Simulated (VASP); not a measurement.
# TiO2 (I4_1/amd) in VASP: further runs, part 2 of 2

VASP 6.6.1. Earlier steps stand in the parts before.

### Step 3. Single point, PBE

This run uses another cell than the first one, of 11.24 Å³/atom.

Contents of INCAR:

```
SYSTEM = TiO2
PREC = Accurate
ENCUT = 520
EDIFF = 1E-7
ISMEAR = -1
SIGMA = 0.05
LREAL = .False.
LASPH = .True.
NELM = 100
ALGO = Normal
ISIF = 2
LWAVE = .False.
LCHARG = .False.
GGA = PE
NBANDS = 33
```

Contents of KPOINTS:

```
regular mesh
0
Gamma
  8 8 8
  0 0 0
```

Contents of POSCAR:

```
TiO2
1.0
   -1.8921000000      1.8921000000      4.7097270000
    1.8921000000     -1.8921000000      4.7097270000
    1.8921000000      1.8921000000     -4.7097270000
Ti O
2 4
Direct
    0.7500000000      0.2500000000      0.5000000000
    0.0000000000      0.0000000000      0.0000000000
    0.7899484572      0.7899484572      0.0000000000
    0.5399484572      0.0399484572      0.5000000000
    0.9600515428      0.4600515428      0.5000000000
    0.2100515428      0.2100515428      0.0000000000
```

Potentials or basis: VASP PAW PBE potentials, release 64 (Ti_sv, O).

Launch:

```
> cat potpaw_PBE.64/Ti_sv/POTCAR potpaw_PBE.64/O/POTCAR > POTCAR
> mpirun -np 1 vasp_std > vasp.out
```

OUTCAR:

```text
SYSTEM = TiO2
   PREC = Accurate
   ENCUT = 520
   EDIFF = 1E-7
   ISMEAR = -1
   LREAL = .False.
   LASPH = .True.
   NELM = 100
   ISIF = 2
   GGA = PE

 ion  position               nearest neighbor table
   1  0.750  0.250  0.500-   3 1.93   6 1.93   3 1.93   6 1.93   5 1.98   4 1.98
   2  0.000  0.000  0.000-   4 1.93   5 1.93   4 1.93   5 1.93   3 1.98   6 1.98
   3  0.790  0.790  0.000-   1 1.93   1 1.93   2 1.98
   4  0.540  0.040  0.500-   2 1.93   2 1.93   1 1.98
   5  0.960  0.460  0.500-   2 1.93   2 1.93   1 1.98
   6  0.210  0.210  0.000-   1 1.93   1 1.93   2 1.98

  LATTYP: Found a body centered tetragonal cell.
 ALAT       =     3.7842000000
 C/A-ratio  =     2.4891533217

  Lattice vectors:

 A1 = (  -1.8921000000,   1.8921000000,   4.7097270000)
 A2 = (   1.8921000000,  -1.8921000000,   4.7097270000)
 A3 = (   1.8921000000,   1.8921000000,  -4.7097270000)

Analysis of symmetry for initial positions (statically):
=====================================================================
 Subroutine PRICEL returns:
 Original cell was already a primitive cell.

 Routine SETGRP: Setting up the symmetry group for a
 body centered tetragonal supercell.

 Subroutine GETGRP returns: Found 16 space group operations
 (whereof  8 operations were pure point group operations)
 out of a pool of 16 trial point group operations.

The static configuration has the point symmetry D_2d.
 The point group associated with its full space group is D_4h.

Analysis of symmetry for dynamics (positions and initial velocities):
=====================================================================
 Subroutine PRICEL returns:
 Original cell was already a primitive cell.

 Routine SETGRP: Setting up the symmetry group for a
 body centered tetragonal supercell.

 Subroutine GETGRP returns: Found 16 space group operations
 (whereof  8 operations were pure point group operations)
[... 131 lines left out ...]
     AMIX_MAG =   1.60;   BMIX_MAG =  1.00
  volume/ion in A,a.u.               =      11.24        75.86
  Fermi-wavevector in a.u.,A,eV,Ry     =   1.461641  2.762100 29.067397  2.136393
  Thomas-Fermi vector in A             =   2.577948
   LORBIT       =      0    0 simple, 1 ext, 2 COOP (PROOUT), +10 PAW based schemes
   GGA     = PE    functional components
   LHFCALC =     F    Hartree Fock is set to
   AEXX    =    0.0000 exact exchange contribution
   IVDW    =     0    specifies the selected vdW correction
   LEPSILON=     F    determine dielectric tensor
   LRPA    =     F    only Hartree local field effects (RPA)
 non-spin polarized calculation
  energy-cutoff  :      520.00
  volume of cell :       67.44
 maximum number of plane-waves:      1826
   NGX = 21   NGY = 21   NGZ = 21

 number of electron      47.9999991 magnetization

 Free energy of the ion-electron system (eV)
  ---------------------------------------------------
  ext. energy  EPLUGINS =         0.00000000
  ---------------------------------------------------
  free energy    TOTEN  =       -53.79964820 eV

  energy without entropy =      -53.79964820  energy(sigma->0) =      -53.79964820

 E-fermi :   4.5817     XC(G=0): -10.7980

 val. band max:        3.4930424951   @ k =   0.5000   0.5000  -0.0000
 cond. band min:       5.5768438075   @ k =   0.0000   0.0000   0.0000
 fundamental gap:      2.0838013123
 Fermi energy:         4.5817065352

 k-point     1 :       0.0000    0.0000    0.0000
  band No.  band energies     occupation
      1     -52.8894      2.00000
      2     -52.8246      2.00000
      3     -29.3651      2.00000
      4     -29.1202      2.00000
      5     -29.1202      2.00000
      6     -29.0435      2.00000
[... 853 lines left out ...]
     32      10.2113      0.00000
     33      10.7970      0.00000

 [... further k-points ...]

------------------------ aborting loop because EDIFF is reached ----------------------------------------

  FORCE on cell =-STRESS in cart. coord.  units (eV):
  Direction    XX          YY          ZZ          XY          YZ          ZX
  --------------------------------------------------------------------------------------
  -------------------------------------------------------------------------------------
  Total        2.9563217      2.9563217      3.2365793      0.0000000     -0.0000000      0.0000000
  in kB       70.2293054     70.2293054     76.8870030      0.0000000     -0.0000000      0.0000000
  external PRESSURE =      72.4485379 kB  Pullay stress =       0.0000000 kB

 VOLUME and BASIS-vectors are now :
 -----------------------------------------------------------------------------
  energy-cutoff  :      520.00
  volume of cell :       67.44
      direct lattice vectors                 reciprocal lattice vectors
    -1.892100000  1.892100000  4.709727000     0.000000000  0.264256646  0.106163266
     1.892100000 -1.892100000  4.709727000     0.264256646  0.000000000  0.106163266
     1.892100000  1.892100000 -4.709727000     0.264256646  0.264256646  0.000000000

 POSITION                                       TOTAL-FORCE (eV/Angst)
 -----------------------------------------------------------------------------------
      0.00000      1.89210      2.35486        -0.000000     -0.000000      0.000000
      0.00000      0.00000      0.00000        -0.000000     -0.000000      0.000000
      0.00000      0.00000      7.44088         0.000000     -0.000000     -0.029833
      0.00000      1.89210      0.37629        -0.000000      0.000000     -0.029833
      0.00000      1.89210      4.33343        -0.000000      0.000000      0.029833
      0.00000      0.00000      1.97857         0.000000     -0.000000      0.029833
 -----------------------------------------------------------------------------------
    total drift:                                0.000000      0.000000     -0.000000

  FREE ENERGIE OF THE ION-ELECTRON SYSTEM (eV)
  ---------------------------------------------------
  free  energy   TOTEN  =       -53.7996482038 eV

  energy  without entropy=      -53.7996482038  energy(sigma->0) =      -53.79964820
```

stdout:

```text
POSCAR found type information on POSCAR TiO
 POSCAR found :  2 types and       6 ions
 scaLAPACK will be used
 LDA part: xc-table for (Slater+PW92), standard interpolation
 POSCAR, INCAR and KPOINTS ok, starting setup
 FFT: planning ... GRIDC
 FFT: planning ... GRID_SOFT
 FFT: planning ... GRID
 WAVECAR not read
 entering main loop
```

Wall time 2.5 min (1 thread of AMD EPYC 9R45 (Zen 5), shared host); peak memory 0.26 GiB.

What came out:

* Free energy: -53.7996 eV
* Pressure: 7.2 GPa
* Largest force: 0.030 eV/Å
* Band gap on the k mesh: 2.08 eV (least direct gap 2.44 eV)

Forces in eV/Å, atoms in the order of the input:
```
Ti   0.000  0.000  0.000
Ti   0.000  0.000  0.000
O    0.000  0.000 -0.030
O    0.000  0.000 -0.030
O    0.000  0.000  0.030
O    0.000  0.000  0.030
```

Stress tensor (GPa, compression positive):
```
7.02 0.00 0.00
0.00 7.02 0.00
0.00 0.00 7.69
```

Caveat: the cell stands under pressure. A k mesh can miss the band edges.

### Step 4. Single point, PBE

This run uses another cell than the first one, of 11.35 Å³/atom.

Contents of INCAR:

```
SYSTEM = TiO2
PREC = Accurate
ENCUT = 520
EDIFF = 1E-6
ISMEAR = -1
SIGMA = 0.05
LREAL = .FALSE.
LASPH = .TRUE.
NELM = 60
ALGO = Normal
ISIF = 2
LWAVE = .FALSE.
LCHARG = .FALSE.
GGA = PE
NBANDS = 33
```

Contents of KPOINTS:

```
Automatic mesh
0
G
  8 8 8
  0 0 0
```

Contents of POSCAR:

```
TiO2
1.0
   -1.8921000000      1.8921000000      4.7573000000
    1.8921000000     -1.8921000000      4.7573000000
    1.8921000000      1.8921000000     -4.7573000000
Ti O
2 4
Direct
    0.7500000000      0.2500000000      0.5000000000
    0.0000000000      0.0000000000      0.0000000000
    0.7912107419      0.7912107419      0.0000000000
    0.5412107419      0.0412107419      0.5000000000
    0.9587892581      0.4587892581      0.5000000000
    0.2087892581      0.2087892581      0.0000000000
```

Launch:

```
> cat potpaw_PBE.64/Ti_sv/POTCAR potpaw_PBE.64/O/POTCAR > POTCAR
> mpirun -np 1 vasp_std > vasp.out
```

Run time: 2.8 min. Hardware: 1 thread of AMD EPYC 9R45 (Zen 5), shared host; peak memory 0.28 GiB.

Results (log left out):

- Free energy: -53.8277 eV
- Pressure: 5.5 GPa
- Largest force: 0.022 eV/Å
- Band gap on the k mesh: 2.12 eV (least direct gap 2.44 eV)

Forces in eV/Å, atoms in the order of the input:
```
Ti   0.000  0.000  0.000
Ti   0.000  0.000  0.000
O    0.000  0.000 -0.022
O    0.000  0.000 -0.022
O    0.000  0.000  0.022
O    0.000  0.000  0.022
```

Stress tensor (GPa, compression positive):
```
5.47 0.00 0.00
0.00 5.47 0.00
0.00 0.00 5.64
```

Levels at points of the mesh, in eV from the valence-band top:
```tsv
k point	band 20	band 21	band 22	band 23	band 24	band 25	band 26	band 27	band 28	band 29
(0.00, 0.00, 0.00)	-0.75	-0.75	-0.75	-0.45	-0.45	2.12	2.85	3.96	3.96	4.00
(0.50, 0.00, 0.00)	-1.94	-1.94	-0.93	-0.83	-0.62	3.25	3.54	3.57	3.68	4.29
(0.50, 0.50, 0.00)	-2.64	-2.06	-2.06	0.00	0.00	3.36	3.36	3.83	3.83	4.90
(0.50, 0.50, 0.50)	-1.33	-1.25	-1.25	-0.11	-0.11	2.47	2.47	3.77	3.77	4.21
```

Caveat: the cell stands under pressure. A k mesh can miss the band edges.

### Step 5. Summary

| cell | gap on the mesh (eV) | pressure (GPa) | largest force (eV/Å) |
| --- | --- | --- | --- |
| a = 5.375 Å, angles 138.8, 138.8, 59.7°, 6 atoms, atomic positions A | 2.05 | 9.0 | 0.02 |
| a = 5.417 Å, angles 139.1, 139.1, 59.2°, 6 atoms, atomic positions B | 2.08 | 7.2 | 0.03 |
| a = 5.458 Å, angles 139.4, 139.4, 58.7°, 6 atoms, atomic positions B | 2.12 | 5.5 | 0.02 |

Alike in all rows: task single point; level PBE; potentials or basis VASP PAW PBE potentials, release 64 (Ti_sv, O); no spin polarisation; k mesh 8 × 8 × 8; cutoff (eV) 520; smearing fermi-dirac 0.05 eV.

Caveats: the cell stands under pressure.

Absolute energies hang on the potentials; compare differences alone.
